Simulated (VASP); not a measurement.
# ZnSe (kat) (F-43m) in VASP: vibrations by perturbation theory with LDA

Aim: the vibrations by perturbation theory of ZnSe (kat) with LDA.

Everything below comes from runs of VASP 6.6.1. Logs are shortened: lines on timing, memory, paths and dates and some standing lists are left out, and cuts for length are marked.

**1. The cell of the first run**

The structure is cubic, space group F-43m (No. 216). Conventional cell: a = 5.666 Å, b = 5.666 Å, c = 5.666 Å, α = 90.00°, β = 90.00°, γ = 90.00°. Zn (site symmetry -43m) has 4 Se at 2.45 Å within 3.2 Å. Within 3.2 Å of Se (site symmetry -43m) lie 4 Zn at 2.45 Å.

**2. Vibrations by perturbation theory, LDA**

Contents of INCAR:

```
PREC = Accurate
ENCUT = 520
EDIFF = 1E-8
ISMEAR = 0
SIGMA = 0.01
LREAL = False
LASPH = True
NELM = 60
ALGO = Normal
ISIF = 2
LWAVE = False
LCHARG = False
GGA = CA
IBRION = 8
NSW = 1
LEPSILON = True
```

Contents of KPOINTS:

```
Automatic mesh
0
Gamma
  8 8 8
```

Contents of POSCAR:

```
ZnSe
1.0
    0.0000000000      2.8328889259      2.8328889259
    2.8328889259      0.0000000000      2.8328889259
    2.8328889259      2.8328889259      0.0000000000
Zn Se
1 1
Direct
    0.0000000000      0.0000000000      0.0000000000
    0.2500000000      0.2500000000      0.2500000000
```

Potentials or basis: VASP PAW LDA potentials, release 64 (Zn, Se).

On the command line:

```sh
$ cat potpaw_LDA.64/Zn/POTCAR potpaw_LDA.64/Se/POTCAR > POTCAR
$ mpirun -np 1 vasp_std > vasp.out
```

OUTCAR:

```text
PREC = Accurate
   ENCUT = 520
   EDIFF = 1E-8
   ISMEAR = 0
   LREAL = False
   LASPH = True
   NELM = 60
   ISIF = 2
   GGA = CA
   IBRION = 8
   NSW = 1
   LEPSILON = True

 ion  position               nearest neighbor table
   1  0.000  0.000  0.000-   2 2.45   2 2.45   2 2.45   2 2.45
   2  0.250  0.250  0.250-   1 2.45   1 2.45   1 2.45   1 2.45

  LATTYP: Found a face centered cubic cell.
 ALAT       =     5.6657778518

  Lattice vectors:

 A1 = (   0.0000000000,   2.8328889259,   2.8328889259)
 A2 = (   2.8328889259,   0.0000000000,   2.8328889259)
 A3 = (   2.8328889259,   2.8328889259,   0.0000000000)

Analysis of symmetry for initial positions (statically):
=====================================================================
 Subroutine PRICEL returns:
 Original cell was already a primitive cell.

 Routine SETGRP: Setting up the symmetry group for a
 face centered cubic supercell.

 Subroutine GETGRP returns: Found 24 space group operations
 (whereof 24 operations were pure point group operations)
 out of a pool of 48 trial point group operations.

The static configuration has the point symmetry T_d .

Analysis of symmetry for dynamics (positions and initial velocities):
=====================================================================
 Subroutine PRICEL returns:
 Original cell was already a primitive cell.

 Routine SETGRP: Setting up the symmetry group for a
 face centered cubic supercell.

 Subroutine GETGRP returns: Found 24 space group operations
 (whereof 24 operations were pure point group operations)
 out of a pool of 48 trial point group operations.

The dynamic configuration has the point symmetry T_d .

 Subroutine INISYM returns: Found 24 space group operations
 (whereof 24 operations are pure point group operations),
 and found     1 'primitive' translations

----------------------------------------------------------------------------------------

                                     Primitive cell

[... 616 lines left out ...]
 ------------------------------------------------------
           8.606882     0.000000     0.000000
           0.000000     8.606882    -0.000000
           0.000000    -0.000000     8.606882
 ------------------------------------------------------

 PIEZOELECTRIC TENSOR (including local field effects)  for field in x, y, z        (e  Angst)
          XX          YY          ZZ          XY          YZ          ZX
  --------------------------------------------------------------------------------
  x    -0.00000     0.00000    -0.00000     0.00000    -2.07960     0.00000
  y     0.00000     0.00000     0.00000     0.00000    -0.00000    -2.07960
  z     0.00000     0.00000     0.00000    -2.07960     0.00000     0.00000

 PIEZOELECTRIC TENSOR (including local field effects)  for field in x, y, z        (C/m^2)
          XX          YY          ZZ          XY          YZ          ZX
  --------------------------------------------------------------------------------
  x    -0.00000     0.00000    -0.00000     0.00000    -0.73278     0.00000
  y     0.00000     0.00000     0.00000     0.00000    -0.00000    -0.73278
  z     0.00000     0.00000     0.00000    -0.73278     0.00000     0.00000

 BORN EFFECTIVE CHARGES (including local field effects) (in |e|, cummulative output)
 ---------------------------------------------------------------------------------
 ion    1
    1     2.09445     0.00000     0.00000
    2     0.00000     2.09445     0.00000
    3     0.00000     0.00000     2.09445
 ion    2
    1    -2.09445     0.00000     0.00000
    2     0.00000    -2.09445     0.00000
    3     0.00000     0.00000    -2.09445

 INTERNAL STRAIN TENSOR FOR ION    2 for displacements in x,y,z  (eV/Angst):
          X           Y           Z          XY          YZ          ZX
  --------------------------------------------------------------------------------
  x     0.00000     0.00000     0.00000     0.00000    -4.40987     0.00000
  y    -0.00000     0.00000    -0.00000     0.00000     0.00000    -4.40987
  z     0.00000     0.00000     0.00000    -4.40987     0.00000     0.00000

 SECOND DERIVATIVES (NOT SYMMETRIZED)
 ------------------------------------
               1X          1Y          1Z          2X          2Y          2Z
  1X    -5.375696    0.000000    0.000000    5.375696    0.000000    0.000000
  1Y     0.000000   -5.375696    0.000000    0.000000    5.375696    0.000000
  1Z     0.000000    0.000000   -5.375696    0.000000    0.000000    5.375696
  2X     5.312059    0.000000    0.000000   -5.312059    0.000000    0.000000
  2Y     0.000000    5.312059    0.000000    0.000000   -5.312059    0.000000
  2Z     0.000000    0.000000    5.312059    0.000000    0.000000   -5.312059

 Eigenvectors and eigenvalues of the dynamical matrix
 ----------------------------------------------------

   1 f  =    6.044377 THz    37.977940 2PiTHz  201.618712 cm-1    24.997523 meV
             X         Y         Z           dx          dy          dz
      0.000000  0.000000  0.000000     0.000000    0.741588    0.000000
      1.416444  1.416444  1.416444    -0.000000   -0.670856   -0.000000
[... 21 lines left out ...]
   6 f/i=    0.017905 THz     0.112499 2PiTHz    0.597239 cm-1     0.074048 meV
             X         Y         Z           dx          dy          dz
      0.000000  0.000000  0.000000    -0.185955    0.638551    0.087871
      1.416444  1.416444  1.416444    -0.205561    0.705876    0.097136

--------------------------------------------------------------------------------------------------------

 MACROSCOPIC STATIC DIELECTRIC TENSOR IONIC CONTRIBUTION
 ------------------------------------------------------
           3.266802     0.000000     0.000000
           0.000000     3.266802     0.000000
           0.000000     0.000000     3.266802
 ------------------------------------------------------

 ELASTIC MODULI CONTR FROM IONIC RELAXATION (kBar)
 Direction    XX          YY          ZZ          XY          YZ          ZX
 --------------------------------------------------------------------------------
 XX          -0.0000      0.0000      0.0000      0.0000      0.0000     -0.0000
 YY           0.0000     -0.0000     -0.0000     -0.0000     -0.0000     -0.0000
 ZZ           0.0000     -0.0000     -0.0000      0.0000     -0.0000      0.0000
 XY           0.0000     -0.0000      0.0000   -128.4506      0.0000      0.0000
 YZ           0.0000     -0.0000     -0.0000      0.0000   -128.4506      0.0000
 ZX          -0.0000     -0.0000      0.0000      0.0000      0.0000   -128.4506
 --------------------------------------------------------------------------------

 PIEZOELECTRIC TENSOR IONIC CONTR  for field in x, y, z        (C/m^2)
          XX          YY          ZZ          XY          YZ          ZX
  --------------------------------------------------------------------------------
  x    -0.00000     0.00000     0.00000     0.00000     0.60954     0.00000
  y     0.00000     0.00000    -0.00000     0.00000     0.00000     0.60954
  z    -0.00000     0.00000    -0.00000     0.60954     0.00000     0.00000
```

OSZICAR:

```text
N       E                     dE             d eps       ncg     rms          rms(c)
DAV:   1     0.858128105033E+02    0.85813E+02   -0.88899E+03   762   0.157E+03
DAV:   2    -0.204135873310E+01   -0.87854E+02   -0.84400E+02   844   0.280E+02
DAV:   3    -0.760068030286E+01   -0.55593E+01   -0.55313E+01   929   0.699E+01
DAV:   4    -0.765783358926E+01   -0.57153E-01   -0.57143E-01   804   0.757E+00
[... 184 lines left out ...]
RMM:   9    -0.826125392420E-01   -0.12555E-06   -0.33720E-08  4457   0.122E-04    0.124E-05
RMM:  10    -0.826124040794E-01    0.13516E-06   -0.37642E-09  4295   0.344E-05    0.399E-06
RMM:  11    -0.826124152885E-01   -0.11209E-07   -0.51289E-09  3821   0.115E-05    0.211E-06
RMM:  12    -0.826124161082E-01   -0.81971E-09   -0.13467E-09  2547   0.401E-06    0.473E-07
 Linear response finished
```

stdout:

```text
POSCAR found type information on POSCAR ZnSe
 POSCAR found :  2 types and       2 ions
 scaLAPACK will be used
 LDA part: xc-table for (Slater(with rela. corr.)+CA(PZ))
 , standard interpolation
 POSCAR, INCAR and KPOINTS ok, starting setup
 FFT: planning ... GRIDC
 FFT: planning ... GRID_SOFT
 FFT: planning ... GRID
 WAVECAR not read
 entering main loop
[... 23 lines left out ...]
  Direction:   3
 dielectric tensor                  component  3 :     1.486     1.291     8.607
 Linear response DOF=           2
 Linear response progress:
 first order change of Fermi-energy   0.42586E+00
 force on displaced ion       1 direction 1 :  -5.376   0.000   0.000
 Born effective charge ion    1 direction 1 :   2.065   0.000   0.000
 Linear response progress:
 first order change of Fermi-energy  -0.42557E+00
 force on displaced ion       2 direction 1 :  -5.312  -0.000  -0.000
 Born effective charge ion    2 direction 1 :  -2.126   0.000   0.000
 Born effective charges drift removed
 Linear response finished
```

Wall time 3.4 min (1 thread of Intel Xeon 6975P-C (Granite Rapids), shared host); peak memory 0.27 GiB.

What came out:

| Item | Value |
| --- | --- |
| Electronic dielectric tensor (diagonal) | 8.61 |
| Born charges (mean of the diagonal) | Zn +2.09; Se -2.09 e |
| Highest phonon frequency at Γ, LO-TO splitting left out | 202 cm⁻¹ |

Phonon frequencies in cm⁻¹ (negative: imaginary):
| q point | frequencies |
| --- | --- |
| (0.000, 0.000, 0.000) | -1 -1 -1 202 202 202 |

Electronic dielectric tensor:
```
8.61 0.00 0.00
0.00 8.61 0.00
0.00 0.00 8.61
```

Born effective charge tensors (e):
atom 1, Zn
```
2.09 0.00 0.00
0.00 2.09 0.00
0.00 0.00 2.09
```
atom 2, Se
```
-2.09  0.00  0.00
 0.00 -2.09  0.00
 0.00  0.00 -2.09
```

Caveat: the cell wasn't relaxed at this level first, which shifts response properties.
